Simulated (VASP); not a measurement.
# HgTe (CsCl type): relaxation of cell and atoms with PBE

The system is HgTe (CsCl type).

```
Hg Te
1.0
     3.37650    0.00000    0.00000
     0.00000    3.37650    0.00000
     0.00000    0.00000    3.37650
Hg Te
1 1
Cartesian
  0.0000 0.0000 0.0000
  1.6882 1.6882 1.6882
```

| Property | Result |
| --- | --- |
| Program | VASP 6.6.1 |
| Task | relaxation of cell and atoms |
| Functional | PBE |
| Potentials or basis | VASP PAW PBE potentials, release 64 (Hg, Te) |
| Cutoff | 600 eV |
| k mesh | 13 × 13 × 13 |
| Occupations | fermi-dirac, width 0.05 eV |
| Spin | no spin polarisation |
| Target pressure | 42 GPa |
| Dipole correction | no |
| Further INCAR settings | ALGO = Normal; EDIFF = 1e-06; IBRION = 2; EDIFFG = -0.005; NSW = 32; ISIF = 3 |

```yaml
Relaxed_volume: 19.31 Å³/atom
Relaxed_cell: a = 3.380 Å, b = 3.380 Å, c = 3.380 Å, α = 90.00°, β = 90.00°, γ = 90.00°
Space_group_after_relaxing_to_0.1_Å: Pm-3m (No. 221)
Energy_change_on_relaxing_the_run_minimises_the_enthalpy: -16.8 meV/atom
Ionic_steps: 3
Pressure_after_relaxing: 42.0 GPa
Band_gap_on_the_k_mesh: zero (bands 9 and 10 overlap by 2.84 eV)
```

Step by step:
```
step  energy change (eV)  largest force (eV/Å)  pressure (GPa)  volume (Å³)
   1              0.0000                0.0000           42.70        38.49
   2             -0.1221                0.0000           40.06        38.97
   3             -0.0335                0.0000           41.99        38.62
```

Final structure:
```
CELL_PARAMETERS angstrom
3.38020 0.00000 0.00000
0.00000 3.38020 0.00000
0.00000 0.00000 3.38020
ATOMIC_POSITIONS crystal
Hg 0.00000 0.00000 0.00000
Te 0.50000 0.50000 0.50000
```

Levels at points of the mesh, in eV from the Fermi level:
```tsv
k point	band 5	band 6	band 7	band 8	band 9	band 10	band 11	band 12	band 13
(0.00, 0.00, 0.00)	-7.37	-7.37	-1.71	-1.71	-1.71	-0.97	5.45	5.45	12.62
```

Wall time 91 s on 1 thread of AMD EPYC 7R13 (shared host), peak memory 0.18 GiB.

Caveat: the cell is relaxed towards a set pressure, so the run minimises the enthalpy, not the energy; spin-orbit coupling is left out, which moves the levels of the heavy elements.
